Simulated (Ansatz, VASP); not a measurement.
## BP: VASP beside Ansatz

```xyz
4
Lattice="3.0799 0.0000 0.0000 -1.5400 2.6673 0.0000 0.0000 0.0000 5.0146" Properties=species:S:1:pos:R:3 pbc="T T T"
B     0.0000    0.0000    0.0000
B     0.0000    0.0000    2.5073
P     0.0000    1.7782    1.2536
P     1.5400    0.8891    3.7609
```

Alike in both runs: task single point; functional PBE; k mesh 6 × 6 × 4; occupations fermi-dirac, width 0.02 eV; no spin polarisation.

|  | VASP | Ansatz |
| --- | --- | --- |
| version | VASP 6.6.1 | Ansatz 0.2.0 |
| potentials or method | VASP PAW PBE potentials, release 64 (B, P) | plane waves |
| plane-wave cutoff (eV) | 500 | 420 |
| valence electrons in the cell | 16 | 16 |

|  | VASP | Ansatz | Ansatz less VASP |
| --- | --- | --- | --- |
| pressure (GPa) | 0.3 | 0.6 | +0.23 |
| traceless stress, the component that is largest in VASP (GPa) | 0.08 | 0.11 | +0.033 |

The k mesh is coarse, so the values compare programs but aren't converged.
